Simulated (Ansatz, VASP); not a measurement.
LiSb2 in VASP and in Ansatz

```
Li Sb
1.0
    -1.98481    1.98481    4.84626
     1.98481   -1.98481    4.84626
     1.98481    1.98481   -4.84626
Li Sb
1 2
Direct
  0.50000 0.50000 0.00000
  0.18237 0.18237 0.00000
  0.81763 0.81763 0.00000
```

Alike in both runs: functional PBE; k mesh 6 × 6 × 6; occupations gaussian, width 0.1 eV; no spin polarisation.

Ansatz relaxed the structure, and its values are those at the end. VASP's run is a single point on that final structure, the one shown.

|  | VASP | Ansatz |
| --- | --- | --- |
| version | VASP 6.6.1 | Ansatz 0.2.0 |
| potentials or method | VASP PAW PBE potentials, release 64 (Li_sv, Sb), cutoff 520 eV | scalar-relativistic, plane waves, PAW |
| valence electrons in the cell | 13 | 33 |

|  | VASP | Ansatz | Ansatz less VASP |
| --- | --- | --- | --- |
| gap on the k mesh at the Fermi level (eV) | none | none | - |
| rms of the force components (eV/Å) | 0.017 | 0.018 | +0.0011 |

A gap of «none» marks a metal or a gap that the smearing closes. VASP's potentials hold 13 valence electrons a cell and Ansatz's 33, so a difference there can come from the potentials and not from the codes.

The k mesh is coarse, so the values compare programs but aren't converged. Spin-orbit coupling is off throughout. Noted on VASP's run: the cutoff is under 1.25 times that of the potentials, so the pressure is a little rough.
